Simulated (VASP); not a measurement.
# Re (P6_3/mmc) in VASP: further runs

The runs below take Re through single point, with r2SCAN.

Everything below comes from runs of VASP 6.6.1. Logs are shortened: lines on timing, memory, paths and dates and some standing lists are left out, and cuts for length are marked.

**1. The cell of the first run**

It takes space group P6_3/mmc (No. 194, hexagonal). Conventional cell: a = 2.716 Å, b = 2.716 Å, c = 4.395 Å, α = 90.00°, β = 90.00°, γ = 120.00°. Re (site symmetry -6m2) has 12 Re at 2.70 to 2.72 Å within 3.6 Å.

**2. Single point, r2SCAN**

The input, POSCAR:

```
Re
1.0
    2.7156049709      0.0000000000      0.0000000000
   -1.3578024854      2.3517828914      0.0000000000
    0.0000000000      0.0000000000      4.3947765245
Re
2
Direct
    0.3333333333      0.6666666667      0.2500000000
    0.6666666667      0.3333333333      0.7500000000
```

The input, INCAR.step1:

```
ALGO = Normal
EDIFF = 1E-4
ENCUT = 520
GGA = PE
ISMEAR = -1
LASPH = True
LCHARG = False
LREAL = False
LWAVE = True
NBANDS = 14
NELM = 80
PREC = Accurate
SIGMA = 0.1
```

The input, INCAR.step2:

```
ALGO = Normal
EDIFF = 1E-6
ENCUT = 520
ISIF = 2
ISMEAR = -1
ISTART = 1
LASPH = True
LCHARG = True
LELF = True
LMIXTAU = True
LREAL = False
LVHAR = True
LWAVE = False
METAGGA = R2SCAN
NBANDS = 14
NELM = 80
PREC = Accurate
SIGMA = 0.1
```

The input, KPOINTS:

```
k-points
0
Gamma
  11 11 6
```

Potentials or basis: VASP PAW PBE potentials, release 64 (Re).

On the command line:

```bash
cat potpaw_PBE.64/Re/POTCAR > POTCAR
cp INCAR.step1 INCAR
mpirun -np 1 vasp_std > vasp.out
cp INCAR.step2 INCAR
mpirun -np 1 vasp_std > vasp.out
```

OUTCAR:

```text
EDIFF = 1E-6
   ENCUT = 520
   ISIF = 2
   ISMEAR = -1
   ISTART = 1
   LASPH = True
   LREAL = False
   METAGGA = R2SCAN
   NELM = 80
   PREC = Accurate

 ion  position               nearest neighbor table
   1  0.333  0.667  0.250-   2 2.70   2 2.70   2 2.70   2 2.70   2 2.70   2 2.70
   2  0.667  0.333  0.750-   1 2.70   1 2.70   1 2.70   1 2.70   1 2.70   1 2.70

  LATTYP: Found a hexagonal cell.
 ALAT       =     2.7156049709
 C/A-ratio  =     1.6183416114

  Lattice vectors:

 A1 = (   2.7156049709,   0.0000000000,   0.0000000000)
 A2 = (  -1.3578024854,   2.3517828914,   0.0000000000)
 A3 = (   0.0000000000,   0.0000000000,   4.3947765245)

Analysis of symmetry for initial positions (statically):
=====================================================================
 Subroutine PRICEL returns:
 Original cell was already a primitive cell.

 Routine SETGRP: Setting up the symmetry group for a
 hexagonal supercell.

 Subroutine GETGRP returns: Found 24 space group operations
 (whereof 12 operations were pure point group operations)
 out of a pool of 24 trial point group operations.

The static configuration has the point symmetry D_3d.
 The point group associated with its full space group is D_6h.

Analysis of symmetry for dynamics (positions and initial velocities):
=====================================================================
 Subroutine PRICEL returns:
 Original cell was already a primitive cell.

 Routine SETGRP: Setting up the symmetry group for a
 hexagonal supercell.

 Subroutine GETGRP returns: Found 24 space group operations
 (whereof 12 operations were pure point group operations)
 out of a pool of 24 trial point group operations.

The dynamic configuration has the point symmetry D_3d.
 The point group associated with its full space group is D_6h.

 Subroutine INISYM returns: Found 24 space group operations
 (whereof 12 operations are pure point group operations),
 and found     1 'primitive' translations

----------------------------------------------------------------------------------------

                                     Primitive cell

  volume of cell :      28.0673

  direct lattice vectors                    reciprocal lattice vectors
     2.715604971  0.000000000  0.000000000     0.368242072  0.212604659  0.000000000
    -1.357802485  2.351782891  0.000000000     0.000000000  0.425209318  0.000000000
     0.000000000  0.000000000  4.394776525     0.000000000  0.000000000  0.227542856

  length of vectors
     2.715604971  2.715604971  4.394776525     0.425209318  0.425209318  0.227542856

  position of ions in fractional coordinates (direct lattice)
     0.333333333  0.666666667  0.250000000
     0.666666667  0.333333333  0.750000000

  ion indices of the primitive-cell ions
   primitive index   ion index
                 1           1
                 2           2

----------------------------------------------------------------------------------------

 KPOINTS: k-points

Automatic generation of k-mesh.
 Grid dimensions read from file:
 generate k-points for:   11   11    6

 Generating k-lattice:

  Cartesian coordinates                     Fractional coordinates (reciprocal lattice)
     0.033476552  0.019327696  0.000000000     0.090909091  0.000000000  0.000000000
     0.000000000  0.038655393  0.000000000     0.000000000  0.090909091  0.000000000
     0.000000000  0.000000000  0.037923809     0.000000000  0.000000000  0.166666667

  Length of vectors
     0.038655393  0.038655393  0.037923809

  Shift w.r.t. Gamma in fractional coordinates (k-lattice)
     0.000000000  0.000000000  0.000000000

 Subroutine IBZKPT returns following result:
 ===========================================

 Found     64 irreducible k-points:

 Following reciprocal coordinates:
            Coordinates               Weight
  0.000000  0.000000  0.000000      1.000000
  0.090909  0.000000  0.000000      6.000000
  0.181818  0.000000  0.000000      6.000000
  0.272727  0.000000  0.000000      6.000000
  0.363636  0.000000  0.000000      6.000000
  0.454545  0.000000  0.000000      6.000000
[... 16 lines left out ...]
  0.090909  0.090909  0.166667     12.000000
  0.181818  0.090909  0.166667     24.000000
 [... further k-points ...]
   k-points           NKPTS =     64   k-points in BZ     NKDIM =     64   number of bands    NBANDS=     14
   number of dos      NEDOS =    301   number of ions     NIONS =      2
   total plane-waves  NPLWV =  14400
   dimension x,y,z NGX =    20 NGY =   20 NGZ =   36
   dimension x,y,z NGXF=    40 NGYF=   40 NGZF=   72
   ions per type =               2
   NGX,Y,Z   is equivalent  to a cutoff of  12.24, 12.24, 13.62 a.u.
   NGXF,Y,Z  is equivalent  to a cutoff of  24.49, 24.49, 27.24 a.u.
 SYSTEM =  unknown system
   PREC   = accura    normal or accurate (medium, high low for compatibility)
   ISTART =      1    job   : 0-new  1-cont  2-samecut
   ICHARG =      0    charge: 1-file 2-atom 10-const
   ISPIN  =      1    spin polarized calculation?
   LNONCOLLINEAR =      F non collinear calculations
   LSORBIT =      F    spin-orbit coupling
   LASPH  =      T    aspherical Exc in radial PAW
   ENCUT  =  520.0 eV  38.22 Ry    6.18 a.u.   5.05  5.05  8.17*2*pi/ulx,y,z
   NELM   =     80;   NELMIN=  2; NELMDL=  0     # of ELM steps
   EDIFF  = 0.1E-05   stopping-criterion for ELM
   LREAL  =      F    real-space projection
   EDIFFG = 0.1E-04   stopping-criterion for IOM
   NSW    =      0    number of steps for IOM
   IBRION =     -1    ionic relax: 0-MD 1-quasi-New 2-CG
   NFREE  =      0    steps in history (QN), initial steepest desc. (CG)
   ISIF   =      2    stress and relaxation
   ISYM   =      2    0-nonsym 1-usesym 2-fastsym
   POTIM  = 0.5000    time-step for ionic-motion
   TEBEG  =    0.0;   TEEND  =   0.0 temperature during run
   PSTRESS=    0.0 pullay stress
   NELECT =      14.0000    total number of electrons
   NUPDOWN=      -1.0000    fix difference up-down
   EMIN   =  10.00;   EMAX   =-10.00  energy-range for DOS
   EFERMI =   0.00;   METHOD = LEGACY
   ISMEAR =    -1;   SIGMA  =   0.10  broadening in eV -4-tet -1-fermi 0-gaus
   EFERMI_NEDOS =   21; number of points for ismear=-14 and -15
   IALGO  =     38    algorithm
   IMIX   =      4    mixing-type and parameters
     AMIX     =   0.40;   BMIX     =  1.00
     AMIX_MAG =   1.60;   BMIX_MAG =  1.00
  volume/ion in A,a.u.               =      14.03        94.70
  Fermi-wavevector in a.u.,A,eV,Ry     =   1.298327  2.453482 22.934689  1.685652
  Thomas-Fermi vector in A             =   2.429662
   LORBIT       =      0    0 simple, 1 ext, 2 COOP (PROOUT), +10 PAW based schemes
   METAGGA = R2SCAN    functional components
   LHFCALC =     F    Hartree Fock is set to
   AEXX    =    0.0000 exact exchange contribution
   IVDW    =     0    specifies the selected vdW correction
   LEPSILON=     F    determine dielectric tensor
   LRPA    =     F    only Hartree local field effects (RPA)
 non-spin polarized calculation
  energy-cutoff  :      520.00
  volume of cell :       28.07
 maximum number of plane-waves:       772
   NGX = 11   NGY = 11   NGZ = 17

 number of electron      14.0000000 magnetization

 Free energy of the ion-electron system (eV)
  ---------------------------------------------------
  ext. energy  EPLUGINS =         0.00000000
  ---------------------------------------------------
  free energy    TOTEN  =      -104.83977923 eV

  energy without entropy =     -104.78933334  energy(sigma->0) =     -104.81455628

 E-fermi :   8.2920     XC(G=0): -15.2855

 val. band max:        8.2755069948   @ k =   0.1818   0.0000   0.1667
 cond. band min:       8.3366257118   @ k =   0.1818   0.0909   0.0000
 fundamental gap:      0.0611187170
 Fermi energy:         8.2920482912

 k-point     1 :       0.0000    0.0000    0.0000
  band No.  band energies     occupation
      1      -2.3941      2.00000
      2       0.9799      2.00000
      3       6.4817      2.00000
      4       6.5246      2.00000
      5       6.5246      2.00000
      6       7.4509      1.99956
      7       7.4509      1.99956
      8       8.5221      0.18208
      9       8.5221      0.18208
     10       8.9220      0.00367
     11      12.0305      0.00000
     12      12.0305      0.00000
     13      19.4802      0.00000
     14      23.1699      0.00000

 k-point     2 :       0.0909    0.0000    0.0000
  band No.  band energies     occupation
      1      -2.0220      2.00000
      2       1.3250      2.00000
      3       5.7953      2.00000
      4       6.8683      2.00000
      5       7.0487      1.99999
      6       7.2344      1.99995
      7       7.5813      1.99836
      8       7.7758      1.98861
      9       8.2400      1.25474
     10       8.4361      0.38295
     11      12.2195      0.00000
     12      13.4623      0.00000
     13      19.4678      0.00000
     14      23.9975      0.00000

 k-point     3 :       0.1818    0.0000    0.0000
  band No.  band energies     occupation
      1      -1.0018      2.00000
      2       2.1329      2.00000
      3       5.0479      2.00000
      4       5.7553      2.00000
      5       6.5538      2.00000
      6       7.6157      1.99769
      7       7.8661      1.97213
      8       7.9608      1.92974
      9       7.9843      1.91187
     10       8.7117      0.02964
     11      12.5868      0.00000
     12      15.8693      0.00000
     13      19.2468      0.00000
     14      25.7377      0.00000
[... 324 lines left out ...]
 k-point    23 :       0.0909    0.0909    0.1667
  band No.  band energies     occupation
      1      -0.9969      2.00000
      2       2.0045      2.00000
      3       5.2384      2.00000
      4       5.5130      2.00000
      5       6.5156      2.00000
      6       7.1128      1.99998
      7       7.3475      1.99984
      8       7.9955      1.90194
      9       8.8297      0.00920
     10       8.8585      0.00691
     11      12.3270      0.00000
     12      14.2987      0.00000
     13      20.7799      0.00000
     14      24.7684      0.00000

 k-point    24 :       0.1818    0.0909    0.1667
  band No.  band energies     occupation
      1       0.1474      2.00000
      2       2.8510      2.00000
      3       4.3231      2.00000
      4       4.6882      2.00000
      5       6.0963      2.00000
      6       6.8760      2.00000
      7       7.5758      1.99845
      8       8.6041      0.08453
      9       9.4081      0.00003
     10       9.8375      0.00000
     11      12.4737      0.00000
     12      15.8682      0.00000
     13      20.6350      0.00000
     14      25.5846      0.00000

 [... further k-points ...]
[... 5 lines left out ...]
  --------------------------------------------------------------------------------------
  -------------------------------------------------------------------------------------
  Total        3.5955950      3.5955950      3.5707344      0.0000000     -0.0000000     -0.0000000
  in kB      205.2488511    205.2488511    203.8297218      0.0000000     -0.0000000     -0.0000000
  external PRESSURE =     204.7758080 kB  Pullay stress =       0.0000000 kB

 VOLUME and BASIS-vectors are now :
 -----------------------------------------------------------------------------
  energy-cutoff  :      520.00
  volume of cell :       28.07
      direct lattice vectors                 reciprocal lattice vectors
     2.715604971  0.000000000  0.000000000     0.368242072  0.212604659  0.000000000
    -1.357802485  2.351782891  0.000000000     0.000000000  0.425209318  0.000000000
     0.000000000  0.000000000  4.394776525     0.000000000  0.000000000  0.227542856

 POSITION                                       TOTAL-FORCE (eV/Angst)
 -----------------------------------------------------------------------------------
     -0.00000      1.56786      1.09869         0.000000     -0.000000      0.000000
      1.35780      0.78393      3.29608        -0.000000      0.000000      0.000000
 -----------------------------------------------------------------------------------
    total drift:                               -0.000000      0.000000     -0.000000

  FREE ENERGIE OF THE ION-ELECTRON SYSTEM (eV)
  ---------------------------------------------------
  free  energy   TOTEN  =      -104.8397792265 eV

  energy  without entropy=     -104.7893333401  energy(sigma->0) =     -104.81455628
```

Wall time 52 s (1 thread of AMD EPYC 9R45 (Zen 5), shared host); peak memory 0.13 GiB.

Results:

* Free energy: -104.8398 eV
* Pressure: 20.5 GPa
* Band gap on the k mesh: zero (bands 7 and 8 overlap by 3.38 eV)

Stress tensor (GPa, compression positive):
```
20.52  0.00  0.00
 0.00 20.52  0.00
 0.00  0.00 20.38
```

Levels at points of the mesh, in eV from the Fermi level:
```tsv
k point	band 3	band 4	band 5	band 6	band 7	band 8	band 9	band 10	band 11	band 12
(0.00, 0.00, 0.00)	-1.81	-1.77	-1.77	-0.84	-0.84	0.23	0.23	0.63	3.74	3.74
(0.00, 0.00, 0.50)	-2.68	-2.68	-1.90	-1.90	-1.90	-1.90	2.84	2.84	2.84	2.84
```

Caveat: the cell stands under pressure; the PAW data sets were made with another functional, which shifts forces and pressure a little; spin-orbit coupling is left out, which moves the levels of the heavy elements.

**3. Single point, r2SCAN**

This run uses another cell than the first one, of 14.71 Å³/atom.

The input, POSCAR:

```
Re
1.0
    2.7582745452      0.0000000000      0.0000000000
   -1.3791372726      2.3887358268      0.0000000000
    0.0000000000      0.0000000000      4.4637316910
Re
2
Direct
    0.3333333333      0.6666666667      0.2500000000
    0.6666666667      0.3333333333      0.7500000000
```

The input, INCAR.step1:

```
SYSTEM = Re
PREC = Accurate ; ENCUT = 520
ISMEAR = -1 ; SIGMA = 0.1
LREAL = .False. ; LASPH = .True.
NELM = 60 ; NBANDS = 14
GGA = PE ; ALGO = Normal
EDIFF = 1E-4 ; LWAVE = .True.
LCHARG = .False.
```

The input, INCAR.step2:

```
SYSTEM = Re
PREC = Accurate ; ENCUT = 520
EDIFF = 1E-7 ; ISMEAR = -1
SIGMA = 0.1 ; LREAL = .False.
LASPH = .True. ; NELM = 60
ALGO = Normal ; ISIF = 2
LWAVE = .False. ; LCHARG = .False.
METAGGA = R2SCAN ; LMIXTAU = .True.
NBANDS = 14 ; ISTART = 1
```

The input, KPOINTS:

```
Automatic mesh
0
Gamma
  11 11 6
  0 0 0
```

Potentials or basis: VASP PAW PBE potentials, release 64 (Re).

On the command line:

```bash
cat potpaw_PBE.64/Re/POTCAR > POTCAR
cp INCAR.step1 INCAR
mpirun -np 1 vasp_std > vasp.out
cp INCAR.step2 INCAR
mpirun -np 1 vasp_std > vasp.out
```

Wall time 82 s (1 thread of AMD EPYC 9R45 (Zen 5), shared host); peak memory 0.14 GiB.

Results (log left out):

```
Free energy            : -104.9236 eV
Pressure               : 0.1 GPa
Band gap on the k mesh : zero (bands 7 and 8 overlap by 3.09 eV)
```

Stress tensor (GPa, compression positive):
```
0.10 0.00 0.00
0.00 0.10 0.00
0.00 0.00 0.00
```

Levels at points of the mesh, in eV from the Fermi level:
| k point | band 5 | band 6 | band 7 | band 8 | band 9 | band 10 |
| --- | --- | --- | --- | --- | --- | --- |
| (0.00, 0.00, 0.00) | -1.63 | -0.77 | -0.77 | 0.23 | 0.23 | 0.52 |
| (0.00, 0.00, 0.50) | -1.76 | -1.76 | -1.76 | -1.76 | 2.66 | 2.66 |

Caveat: the PAW data sets were made with another functional, which shifts forces and pressure a little; spin-orbit coupling is left out, which moves the levels of the heavy elements.

The gap in the log of VASP goes by the Fermi energy; the results here count the filled bands.